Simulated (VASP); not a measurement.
## InP: elastic constants with PBEsol

InP:

```xyz
2
Lattice="0.0000 2.7295 2.7295 2.7295 0.0000 2.7295 2.7295 2.7295 0.0000" Properties=species:S:1:pos:R:3 pbc="T T T"
In    0.0000    0.0000    0.0000
P     2.7295    2.7295    2.7295
```

```json
{
  "Program": "VASP 6.6.1",
  "Task": "elastic constants",
  "Functional": "PBEsol",
  "Potentials or basis": "VASP PAW PBE potentials, release 64 (In_d, P)",
  "Cutoff": "600 eV",
  "k mesh": "10 × 10 × 10",
  "Occupations": "gaussian, width 0.05 eV",
  "Spin": "no spin polarisation",
  "Dipole correction": "no",
  "Ions in elastic constants": "relaxed",
  "Further INCAR settings": "ALGO = Normal; EDIFF = 1e-08; IBRION = 6; POTIM = 0.015; NSW = 1; ISIF = 3"
}
```

```json
{
 "Elastic constants C11, C12, C44": "167, 43, 29 GPa",
 "Voigt bulk modulus": "84 GPa",
 "Highest phonon frequency at Γ, LO-TO splitting left out": "178 cm⁻¹"
}
```

Phonon frequencies in cm⁻¹ (negative: imaginary):
```tsv
q point	frequencies
(0.000, 0.000, 0.000)	0 0 0 178 178 178
```

Elastic tensor in Voigt notation (GPa, in the Cartesian axes of the cell as first typed):
```
167  43  43   0   0   0
 43 167  43   0   0   0
 43  43 167   0   0   0
  0   0   0  29   0   0
  0   0   0   0  29   0
  0   0   0   0   0  29
```

Clamped-ion elastic tensor (GPa):
```
167  43  43   0   0   0
 43 167  43   0   0   0
 43  43 167   0   0   0
  0   0   0  29   0   0
  0   0   0   0  29   0
  0   0   0   0   0  29
```

It took 27 min on 1 thread of Intel Xeon 8259CL (shared host), peak memory 0.44 GiB.

Caveat: the PAW data sets were made with another functional, which shifts forces and pressure a little.
